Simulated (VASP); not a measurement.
# Sn (Cmce) in VASP: single point with PBE

Aim: the single point of Sn with PBE.

Program: VASP 6.6.1. These are calculated values, not measurements. Logs are shortened: lines on timing, memory, paths and dates and some standing lists are left out, and cuts for length are marked.

### Step 1. The cell of the first run

The structure is orthorhombic, space group Cmce (No. 64). Conventional cell: a = 6.938 Å, b = 4.585 Å, c = 9.352 Å, α = 90.00°, β = 90.00°, γ = 90.00°. Sn (site symmetry m) has 3 Sn at 2.58 to 3.38 Å within 3.4 Å.

### Step 2. Single point, PBE

INCAR

```
PREC = Accurate
ENCUT = 520
EDIFF = 1E-6
ISMEAR = 0
SIGMA = 0.1
LREAL = F
LASPH = T
NELM = 100
ALGO = Normal
ISIF = 2
LWAVE = F
LCHARG = F
GGA = PE
NBANDS = 36
```

KPOINTS

```
regular mesh
0
Gamma
  6 6 2
```

POSCAR

```
Sn
1.0
    3.4688966421     -2.2926753134      0.0000000000
    3.4688966421      2.2926753134      0.0000000000
    0.0000000000      0.0000000000      9.3523939792
Sn
4
Direct
    0.8500000000      0.1500000000      0.1170000000
    0.6500000000      0.3500000000      0.6170000000
    0.1500000000      0.8500000000      0.8830000000
    0.3500000000      0.6500000000      0.3830000000
```

Potentials or basis: VASP PAW PBE potentials, release 64 (Sn_d).

Started as:

```sh
$ cat potpaw_PBE.64/Sn_d/POTCAR > POTCAR
$ mpirun -np 1 vasp_std > vasp.out
```

OUTCAR:

```text
PREC = Accurate
   ENCUT = 520
   EDIFF = 1E-6
   ISMEAR = 0
   LREAL = F
   LASPH = T
   NELM = 100
   ISIF = 2
   GGA = PE

 ion  position               nearest neighbor table
   1  0.850  0.150  0.117-   3 2.58   4 3.38   4 3.38
   2  0.650  0.350  0.617-   4 2.58   3 3.38   3 3.38
   3  0.150  0.850  0.883-   1 2.58   2 3.38   2 3.38
   4  0.350  0.650  0.383-   2 2.58   1 3.38   1 3.38

  LATTYP: Found a base centered orthorhombic cell.
 ALAT       =     4.5853506268
 B/A-ratio  =     1.5130344109
 C/A-ratio  =     2.0396246090

  Lattice vectors:

 A1 = (  -3.4688966421,  -2.2926753134,   0.0000000000)
 A2 = (   3.4688966421,  -2.2926753134,   0.0000000000)
 A3 = (   0.0000000000,   0.0000000000,   9.3523939792)

Analysis of symmetry for initial positions (statically):
=====================================================================
 Subroutine PRICEL returns:
 Original cell was already a primitive cell.

 Routine SETGRP: Setting up the symmetry group for a
 base centered orthorhombic supercell.

 Subroutine GETGRP returns: Found  8 space group operations
 (whereof  4 operations were pure point group operations)
 out of a pool of  8 trial point group operations.

The static configuration has the point symmetry C_2h.
 The point group associated with its full space group is D_2h.

Analysis of symmetry for dynamics (positions and initial velocities):
=====================================================================
 Subroutine PRICEL returns:
 Original cell was already a primitive cell.

 Routine SETGRP: Setting up the symmetry group for a
 base centered orthorhombic supercell.

 Subroutine GETGRP returns: Found  8 space group operations
 (whereof  4 operations were pure point group operations)
 out of a pool of  8 trial point group operations.

The dynamic configuration has the point symmetry C_2h.
 The point group associated with its full space group is D_2h.

 Subroutine INISYM returns: Found  8 space group operations
 (whereof  4 operations are pure point group operations),
 and found     1 'primitive' translations

----------------------------------------------------------------------------------------

                                     Primitive cell

[... 84 lines left out ...]
 SYSTEM =  unknown system
   PREC   = accura    normal or accurate (medium, high low for compatibility)
   ISTART =      0    job   : 0-new  1-cont  2-samecut
   ICHARG =      2    charge: 1-file 2-atom 10-const
   ISPIN  =      1    spin polarized calculation?
   LNONCOLLINEAR =      F non collinear calculations
   LSORBIT =      F    spin-orbit coupling
   LASPH  =      T    aspherical Exc in radial PAW
   ENCUT  =  520.0 eV  38.22 Ry    6.18 a.u.   7.73  7.73 17.39*2*pi/ulx,y,z
   NELM   =    100;   NELMIN=  2; NELMDL= -5     # of ELM steps
   EDIFF  = 0.1E-05   stopping-criterion for ELM
   LREAL  =      F    real-space projection
   EDIFFG = 0.1E-04   stopping-criterion for IOM
   NSW    =      0    number of steps for IOM
   IBRION =     -1    ionic relax: 0-MD 1-quasi-New 2-CG
   NFREE  =      0    steps in history (QN), initial steepest desc. (CG)
   ISIF   =      2    stress and relaxation
   ISYM   =      2    0-nonsym 1-usesym 2-fastsym
   POTIM  = 0.5000    time-step for ionic-motion
   TEBEG  =    0.0;   TEEND  =   0.0 temperature during run
   PSTRESS=    0.0 pullay stress
   NELECT =      56.0000    total number of electrons
   NUPDOWN=      -1.0000    fix difference up-down
   EMIN   =  10.00;   EMAX   =-10.00  energy-range for DOS
   EFERMI =   0.00;   METHOD = LEGACY
   ISMEAR =     0;   SIGMA  =   0.10  broadening in eV -4-tet -1-fermi 0-gaus
   EFERMI_NEDOS =   21; number of points for ismear=-14 and -15
   IALGO  =     38    algorithm
   IMIX   =      4    mixing-type and parameters
     AMIX     =   0.40;   BMIX     =  1.00
     AMIX_MAG =   1.60;   BMIX_MAG =  1.00
  volume/ion in A,a.u.               =      37.19       250.97
  Fermi-wavevector in a.u.,A,eV,Ry     =   1.182067  2.233782 19.011168  1.397281
  Thomas-Fermi vector in A             =   2.318328
   LORBIT       =      0    0 simple, 1 ext, 2 COOP (PROOUT), +10 PAW based schemes
   GGA     = PE    functional components
   LHFCALC =     F    Hartree Fock is set to
   AEXX    =    0.0000 exact exchange contribution
   IVDW    =     0    specifies the selected vdW correction
   LEPSILON=     F    determine dielectric tensor
   LRPA    =     F    only Hartree local field effects (RPA)
 non-spin polarized calculation
 Gauss-broadening in eV      SIGMA  =   0.10
  energy-cutoff  :      520.00
  volume of cell :      148.76
 maximum number of plane-waves:      4047
   NGX = 15   NGY = 15   NGZ = 35

 number of electron      55.9999978 magnetization

 Free energy of the ion-electron system (eV)
  ---------------------------------------------------
  ext. energy  EPLUGINS =         0.00000000
  ---------------------------------------------------
  free energy    TOTEN  =       -12.75873047 eV

  energy without entropy =      -12.74556611  energy(sigma->0) =      -12.75214829

 E-fermi :   4.7709     XC(G=0):  -8.8503

 val. band max:        4.7385590592   @ k =   0.5000   0.3333   0.0000
 cond. band min:       4.8391843821   @ k =   0.3333   0.3333   0.0000
 fundamental gap:      0.1006253230
 Fermi energy:         4.7708892742

 k-point     1 :       0.0000    0.0000    0.0000
  band No.  band energies     occupation
      1     -17.1725      2.00000
      2     -17.1254      2.00000
      3     -16.9194      2.00000
      4     -16.8933      2.00000
      5     -16.8909      2.00000
      6     -16.8669      2.00000
[... 925 lines left out ...]
     35      10.0370      0.00000
     36      10.0370      0.00000

 [... further k-points ...]
[... 5 lines left out ...]
  --------------------------------------------------------------------------------------
  -------------------------------------------------------------------------------------
  Total       -5.1243656     -0.6757532      3.9175997      0.0000000      0.0000000      0.0000000
  in kB      -55.1904564     -7.2779989     42.1933425      0.0000000      0.0000000      0.0000000
  external PRESSURE =      -6.7583709 kB  Pullay stress =       0.0000000 kB

 VOLUME and BASIS-vectors are now :
 -----------------------------------------------------------------------------
  energy-cutoff  :      520.00
  volume of cell :      148.76
      direct lattice vectors                 reciprocal lattice vectors
     3.468896642 -2.292675313  0.000000000     0.144138051 -0.218085831  0.000000000
     3.468896642  2.292675313  0.000000000     0.144138051  0.218085831  0.000000000
     0.000000000  0.000000000  9.352393979     0.000000000  0.000000000  0.106924495

 POSITION                                       TOTAL-FORCE (eV/Angst)
 -----------------------------------------------------------------------------------
      3.46890     -1.60487      1.09423         0.000000      1.521172      2.428113
      3.46890     -0.68780      5.77043         0.000000     -1.521172      2.428113
      3.46890      1.60487      8.25816         0.000000     -1.521172     -2.428113
      3.46890      0.68780      3.58197         0.000000      1.521172     -2.428113
 -----------------------------------------------------------------------------------
    total drift:                                0.000000     -0.000000      0.000000

  FREE ENERGIE OF THE ION-ELECTRON SYSTEM (eV)
  ---------------------------------------------------
  free  energy   TOTEN  =       -12.7587304694 eV

  energy  without entropy=      -12.7455661057  energy(sigma->0) =      -12.75214829
```

stdout:

```text
POSCAR found type information on POSCAR Sn
 POSCAR found :  1 types and       4 ions
 scaLAPACK will be used
 LDA part: xc-table for (Slater+PW92), standard interpolation
 POSCAR, INCAR and KPOINTS ok, starting setup
 FFT: planning ... GRIDC
 FFT: planning ... GRID_SOFT
 FFT: planning ... GRID
 WAVECAR not read
 entering main loop
```

Wall time 50 s (1 thread of Intel Xeon 6975P-C (Granite Rapids), shared host); peak memory 0.29 GiB.

Results:

- Free energy: -12.7587 eV
- Pressure: -0.7 GPa
- Largest force: 2.865 eV/Å
- Band gap on the k mesh: zero (band 28 reaches 6.66 eV, above the bottom of band 29 at 3.79 eV)

Forces on the atoms (eV/Å):
```
Sn   0.000  1.521  2.428
Sn   0.000 -1.521  2.428
Sn   0.000 -1.521 -2.428
Sn   0.000  1.521 -2.428
```

Levels at points of the mesh, in eV from the Fermi level:
| k point | band 24 | band 25 | band 26 | band 27 | band 28 | band 29 | band 30 | band 31 | band 32 | band 33 |
| --- | --- | --- | --- | --- | --- | --- | --- | --- | --- | --- |
| (0.00, 0.00, 0.00) | -3.53 | -2.20 | 0.43 | 1.07 | 1.89 | 2.10 | 2.20 | 2.43 | 2.57 | 3.07 |
| (0.50, 0.00, 0.00) | -5.55 | -3.27 | -3.27 | 0.08 | 0.08 | 0.94 | 0.94 | 1.32 | 1.32 | 2.47 |
| (0.50, 0.50, 0.00) | -3.37 | -3.35 | -1.91 | -1.25 | -1.17 | -0.73 | -0.10 | 0.53 | 1.33 | 1.66 |
| (0.00, 0.00, 0.50) | -5.68 | -0.21 | -0.21 | 1.39 | 1.39 | 2.16 | 2.16 | 2.50 | 2.50 | 3.29 |
| (0.50, 0.00, 0.50) | -5.73 | -1.99 | -1.99 | -1.94 | -1.94 | 0.73 | 0.73 | 1.81 | 1.81 | 4.21 |
| (0.50, 0.50, 0.50) | -4.63 | -2.93 | -2.93 | -1.10 | -1.10 | 0.61 | 0.61 | 0.74 | 0.74 | 1.52 |

Caveat: spin-orbit coupling is left out, which moves the levels of the heavy elements; forces of over 1 eV/Å act on the atoms, so gaps and moduli don't describe the material at rest.
